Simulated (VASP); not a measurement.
Runs of VASP 6.6.1 on CuI. The structure is that of space group F-43m (No. 216), or close to it. The cells are those of the table. 

```csv
level,cell,smearing,gap on the mesh (eV),pressure (GPa)
r2SCAN,"a = 4.349, b = 4.349, c = 4.260 Å, angles 60.7, 60.7, 58.6°, 2 atoms",gaussian 0.01 eV,(a),-1.7
PBE,"a = 4.349, b = 4.349, c = 4.260 Å, angles 60.7, 60.7, 58.6°, 2 atoms",fermi-dirac 0.02 eV,(c),(b)
PBE,"a = 4.401 Å, angles 60.0°, 2 atoms",fermi-dirac 0.02 eV,0.95,-2.0
r2SCAN,"a = 4.401 Å, angles 60.0°, 2 atoms",gaussian 0.01 eV,1.40,-3.3
```

Alike in all rows: task single point; potentials or basis VASP PAW PBE potentials, release 64 (Cu, I); no spin polarisation; k mesh 8 × 8 × 8; cutoff (eV) 520.

Estimate the missing entries.

(a) 1.53; (b) -0.4; (c) 1.06.

Caveats: spin-orbit coupling is left out, which moves the levels of the heavy elements; the PAW data sets were made with another functional, which shifts forces and pressure a little (some runs).

A k mesh can miss the band edges, and the runs leave out spin-orbit coupling on I.
